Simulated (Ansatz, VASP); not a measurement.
One calculation of LiH, two programs

The input INCAR:

```
SYSTEM = LiH
ALGO     = Normal         ! electronic algorithm
EDIFF    = 1E-8           ! SCF threshold, eV
ENCUT    = 520            ! plane-wave cutoff, eV
GGA      = PE             ! functional
ISIF     = 2              ! what is computed and relaxed
ISMEAR   = -1             ! smearing method
LASPH    = .True.         ! aspherical terms in the spheres
LCHARG   = .False.        ! write CHGCAR
LEFG     = .True.       
LREAL    = .False.        ! projectors in reciprocal space
LWAVE    = .False.        ! write WAVECAR
NBANDS   = 9              ! bands
NELM     = 100            ! most SCF steps
PREC     = Accurate       ! precision mode
SIGMA    = 0.08           ! smearing width, eV
```

File KPOINTS:

```
k-points
0
Gamma
  14 14 14
  0 0 0
```

POSCAR

```
LiH
1.0
    0.0000000000      2.0034924263      2.0034924263
    2.0034924263      0.0000000000      2.0034924263
    2.0034924263      2.0034924263      0.0000000000
Li H
1 1
Direct
    0.0000000000      0.0000000000      0.0000000000
    0.5000000000      0.5000000000      0.5000000000
```

Input for Ansatz:

```yaml
crystal:
  lattice:
    - [0.0, 2.0034924263, 2.0034924263]
    - [2.0034924263, 0.0, 2.0034924263]
    - [2.0034924263, 2.0034924263, 0.0]
  atoms:
    - { symbol: Li, position: [0.0, 0.0, 0.0] }
    - { symbol: H, position: [0.5, 0.5, 0.5] }
kpoints:
  mp_grid: { grid: [14, 14, 14] }
  band_path:
    path:
      - [0.0, 0.0, 0.0]
      - [0.5, 0.0, 0.5]
      - [0.625, 0.25, 0.625]
      - [0.375, 0.375, 0.75]
      - [0.0, 0.0, 0.0]
      - [0.5, 0.5, 0.5]
      - [0.5, 0.25, 0.75]
      - [0.5, 0.0, 0.5]
    npoints: 14
scf:
  occupations: { method: fermi_dirac, width: 0.08 }
hamiltonian:
  xc: pbe
  pseudopotentials: { kind: paw }
output:
  forces: true
  stress: true
  eigenvalues: true
  efg: { contact_densities: true }
  populations: true
  bader: true
  dos: { projected: true, de: 0.2, e_range: [-14, 8] }
  write_density: true
  write_potential: true
  elf: true
  volumetric_format: npy
```

Alike in both runs: task electric field gradients; functional PBE; k mesh 14 × 14 × 14; occupations fermi-dirac, width 0.08 eV; no spin polarisation.

|  | VASP | Ansatz |
| --- | --- | --- |
| version | VASP 6.6.1 | Ansatz 0.2.0 |
| potentials or method | VASP PAW PBE potentials, release 64 (Li_sv, H) | PAW with Ansatz's default frozen-core files, scalar-relativistic |
| plane-wave cutoff (eV) | 520 | 420 |
| valence electrons in the cell | 4 | 4 |

|  | VASP | Ansatz | Ansatz less VASP |
| --- | --- | --- | --- |
| gap on the k mesh at the Fermi level (eV) | 2.98 | 2.98 | +0.006 |

Noted on VASP's run: the cutoff is short for stress, so the pressure is rough.
